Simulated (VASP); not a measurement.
Here is a VASP 6.6.1 calculation.

File INCAR:

```
SYSTEM = Rh
  ALGO = Fast
  EDIFF = 1E-6
  ENCUT = 520
  GGA = PE
  ISIF = 2
  ISMEAR = 1
  LASPH = .TRUE.
  LCHARG = .FALSE.
  LREAL = .FALSE.
  LWAVE = .FALSE.
  NBANDS = 14
  NELM = 60
  PREC = Accurate
  SIGMA = 0.02
```

KPOINTS

```
k-points
0
G
  22 22 22
  0 0 0
```

Contents of POSCAR:

```
Rh
1.0
    0.0000000000      1.9015500000      1.8540112500
    1.9015500000      0.0000000000      1.8540112500
    1.9015500000      1.9015500000      0.0000000000
Rh
1
Direct
    0.0000000000      0.0000000000      0.0000000000
```

Potentials or basis: VASP PAW PBE potentials, release 64 (Rh_pv).

Launch:

```bash
$ cat potpaw_PBE.64/Rh_pv/POTCAR > POTCAR
$ mpirun -np 1 vasp_std > vasp.out
```

Estimate the pressure.

13.5 GPa.

Stress tensor (GPa, compression positive):
```
11.37  0.00  0.00
 0.00 11.37  0.00
 0.00  0.00 17.70
```

Caveat: the cell differs from its parent crystal (strain +0.000 along x and y, -0.025 along z).
